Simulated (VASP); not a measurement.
InP, 4 atoms in the cell. Symmetry: P6_3/mmc, No. 194, hexagonal system. Conventional cell: a = 4.393 Å, b = 4.393 Å, c = 5.973 Å, α = 90.00°, β = 90.00°, γ = 120.00°. Within 3.3 Å of In (site symmetry -6m2) lie 5 P at 2.54 to 2.99 Å. P (site symmetry -6m2) has 5 In at 2.54 to 2.99 Å within 3.3 Å. 

- Program: VASP 6.6.1
- Task: single point
- Functional: PBE-based screened hybrid
- Potentials or basis: VASP PAW PBE potentials, release 64 (In_d, P)
- Cutoff: 520 eV
- k mesh: 6 × 6 × 2
- Occupations: fermi-dirac, width 0.02 eV
- Spin: no spin polarisation
- Dipole correction: no
- Grid for exact exchange (PRECFOCK): Normal
- Share of exact exchange: 0.15
- Further INCAR settings: ALGO = Normal; EDIFF = 1e-07; NBANDS = 26
- Screening parameter: 0.3 1/Å

Potentials or basis: VASP PAW PBE potentials, release 64 (In_d, P).

Command:

```console
$ cat potpaw_PBE.64/In_d/POTCAR potpaw_PBE.64/P/POTCAR > POTCAR
$ cp INCAR.step1 INCAR
$ mpirun -np 1 vasp_std > vasp.out
$ cp INCAR.step2 INCAR
$ mpirun -np 1 vasp_std > vasp.out
```

Hardware: 1 × NVIDIA H100 80GB with 1 thread of Intel(R) Xeon(R) Platinum 8481C CPU @ 2.70GHz (Sapphire Rapids), on a shared host.

**Question.** How long does it take, and how much memory?

**Answer.** It took 13 min on 1 × NVIDIA H100 80GB with 1 thread of Intel(R) Xeon(R) Platinum 8481C CPU @ 2.70GHz (Sapphire Rapids), on a shared host, peak memory 1.2 GiB. Counts: k points 14.
